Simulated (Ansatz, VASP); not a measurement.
## CoSi: VASP beside Ansatz

```
Co Si
1.0
     4.47184    0.00000    0.00000
     0.00000    4.47184    0.00000
     0.00000    0.00000    4.47184
Co Si
4 4
Direct
  0.14300 0.14300 0.14300
  0.35700 0.85700 0.64300
  0.64300 0.35700 0.85700
  0.85700 0.64300 0.35700
  0.84244 0.84244 0.84244
  0.65756 0.15756 0.34244
  0.34244 0.65756 0.15756
  0.15756 0.34244 0.65756
```

Alike in both runs: functional PBEsol; k mesh 8 × 8 × 8; occupations gaussian, width 0.1 eV; no spin polarisation.

Ansatz relaxed the structure, and its values are those at the end. VASP's run is a single point on that final structure, the one shown.

|  | VASP | Ansatz |
| --- | --- | --- |
| version | VASP 6.6.1 | Ansatz 0.2.0 |
| potentials or method | VASP PAW PBE potentials, release 64 (Co, Si), cutoff 520 eV | scalar-relativistic, plane waves, PAW |
| valence electrons in the cell | 52 | 84 |

```csv
,VASP,Ansatz,Ansatz less VASP
gap on the k mesh at the Fermi level (eV),none,none,-
pressure (GPa),-12.0,-12.2,-0.17
rms of the force components (eV/Å),0.006,0.004,-0.0018
```

VASP's potentials were made for PBE, not for PBEsol. A gap of «none» marks a metal or a gap that the smearing closes. The functional is the same, so the differences come from potentials, cutoffs and numerics. VASP's potentials hold 52 valence electrons a cell and Ansatz's 84, so a difference there can come from the potentials and not from the codes. Ansatz's warnings: stress scf threshold loose.
